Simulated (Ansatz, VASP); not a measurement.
# SiC in VASP and in Ansatz

INCAR

```
SYSTEM = SiC
PREC = Accurate
ENCUT = 520
EDIFF = 1E-6
ISMEAR = 0
SIGMA = 0.01
LREAL = .FALSE.
LASPH = .TRUE.
NELM = 60
ALGO = Normal
ISIF = 2
LWAVE = .FALSE.
LCHARG = .FALSE.
NBANDS = 16
```

The input KPOINTS:

```
regular mesh
0
G
  8 8 4
  0 0 0
```

POSCAR

```
SiC
1.0
    3.0716436694      0.0000000000      0.0000000000
   -1.5358218347      2.6601214491      0.0000000000
    0.0000000000      0.0000000000      5.0104931319
Si C
2 2
Direct
    0.3333333333      0.6666666667      0.0042496488
    0.6666666667      0.3333333333      0.5042496488
    0.3333333333      0.6666666667      0.3807503512
    0.6666666667      0.3333333333      0.8807503512
```

Input for Ansatz:

```yaml
crystal:
  lattice:
    - [3.07164366942, 0.0, 0.0]
    - [-1.53582183471, 2.66012144909, 0.0]
    - [0.0, 0.0, 5.01049313188]
  atoms:
    - { symbol: Si, position: [0.333333333333, 0.666666666667, 0.00424964878] }
    - { symbol: Si, position: [0.666666666667, 0.333333333333, 0.50424964878] }
    - { symbol: C, position: [0.333333333333, 0.666666666667, 0.38075035122] }
    - { symbol: C, position: [0.666666666667, 0.333333333333, 0.88075035122] }
kpoints:
  mp_grid: { grid: [8, 8, 4] }
scf:
  occupations: { method: fixed }
  convergence: { dr2_threshold: 1.0e-10 }
hamiltonian:
  xc: lda
  pseudopotentials: { kind: all_electron, lapw: { basis_error: 0.0005 } }
output:
  forces: true
  stress: true
  eigenstates:
    kpoints:
      - [0.0, 0.0, 0.0]
      - [-0.666666667, 0.333333333, 0.0]
      - [0.5, -0.5, 0.0]
      - [0.0, 0.5, 0.0]
      - [0.5, 0.0, 0.0]
      - [0.0, 0.0, -0.5]
      - [-0.5, 0.0, -0.5]
      - [-0.5, 0.5, -0.5]
      - [0.0, -0.5, -0.5]
  eigenvalues: true
```

Change from the starting cell: film at in-plane strain +0.005.

Alike in both runs: task single point; functional LDA; k mesh 8 × 8 × 4; no spin polarisation.

|  | VASP | Ansatz |
| --- | --- | --- |
| version | VASP 6.6.1 | Ansatz 0.2.0 |
| potentials or method | VASP PAW LDA potentials, release 64 (Si, C), cutoff 520 eV | all-electron LAPW, scalar-relativistic |
| occupations | gaussian, width 0.01 eV | fixed |

```tsv
	VASP	Ansatz	Ansatz less VASP
gap on the k mesh at the Fermi level (eV)	2.44	2.45	+0.014
pressure (GPa)	-1.6	-2.0	-0.41
traceless stress, the component that is largest in VASP (GPa)	2.05	2.03	-0.017
```

LDA's correlation is that of Perdew and Zunger in VASP and of Perdew and Wang (1992) in Ansatz. Ansatz ran all-electron here, and VASP with PAW potentials.
